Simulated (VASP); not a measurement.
## LiSc12 (a cell with a defect): single point with PBE+D3(BJ)

LiSc12 (a cell with a defect):

```
Sc Li
1.0
     6.62000    0.00000    0.00000
    -4.96500    8.59963    0.00000
     0.00000    0.00000    5.27614
Sc Li
12 1
Direct
  0.06429 0.10257 0.05887
  0.17719 0.23141 0.54625
  0.95650 0.33574 0.00364
  0.11538 0.53231 0.54142
  0.95815 0.63689 0.03694
  0.21253 0.89562 0.43515
  0.51934 0.99336 0.91126
  0.67215 0.20838 0.50112
  0.52477 0.32511 0.02343
  0.65436 0.53607 0.50406
  0.46288 0.63067 0.00707
  0.67657 0.90174 0.42554
  0.87356 0.80700 0.84395
```

* Program: VASP 6.6.1
* Task: single point
* Functional: PBE
* Dispersion: D3(BJ)
* Potentials or basis: VASP PAW PBE potentials, release 64 (Sc_sv, Li_sv)
* Cutoff: 520 eV
* k mesh: 2 × 1 × 2
* Occupations: fermi-dirac, width 0.05 eV
* Spin: no spin polarisation
* Dipole correction: no
* Further INCAR settings: ALGO = Normal; EDIFF = 1e-07; NBANDS = 80

```yaml
Largest_force: 1.895 eV/Å
Band_gap_on_the_k_mesh: zero (an odd number of electrons rules out a gap without spin polarisation)
Dispersion_energy_per_atom: -0.390 eV
```

Forces on the atoms (eV/Å):
```
Sc   0.164 -1.839 -0.425
Sc   0.179 -0.016  0.313
Sc   0.945  0.251  0.397
Sc   0.502  0.940 -0.623
Sc   1.465 -0.126  0.231
Sc  -0.822 -0.013 -0.100
Sc  -0.373 -0.452  0.704
Sc  -0.293  0.172 -0.424
Sc  -0.701  0.525 -0.382
Sc  -0.309  0.142  0.264
Sc  -1.169 -0.356  0.255
Sc   0.728 -0.698  0.165
Li  -0.316  1.469 -0.376
```

Levels at points of the mesh, in eV from the Fermi level:
| k point | band 65 | band 66 | band 67 | band 68 | band 69 | band 70 |
| --- | --- | --- | --- | --- | --- | --- |
| (0.00, 0.00, 0.00) | -0.33 | -0.32 | -0.25 | -0.14 | -0.08 | 0.08 |
| (0.50, 0.00, 0.00) | -0.31 | -0.28 | -0.19 | -0.10 | -0.03 | 0.04 |
| (0.00, 0.00, 0.50) | -0.19 | -0.05 | 0.05 | 0.16 | 0.18 | 0.23 |
| (0.50, 0.00, 0.50) | -0.10 | -0.07 | 0.03 | 0.07 | 0.19 | 0.23 |

Run time: 3.8 min on 1 thread of Oxide Virtual Turin-like Processor, on a shared host, peak memory 0.35 GiB.

Caveat: the k points lie up to 0.66 Å⁻¹ apart, too coarse for converged energies and pressures of a metal.
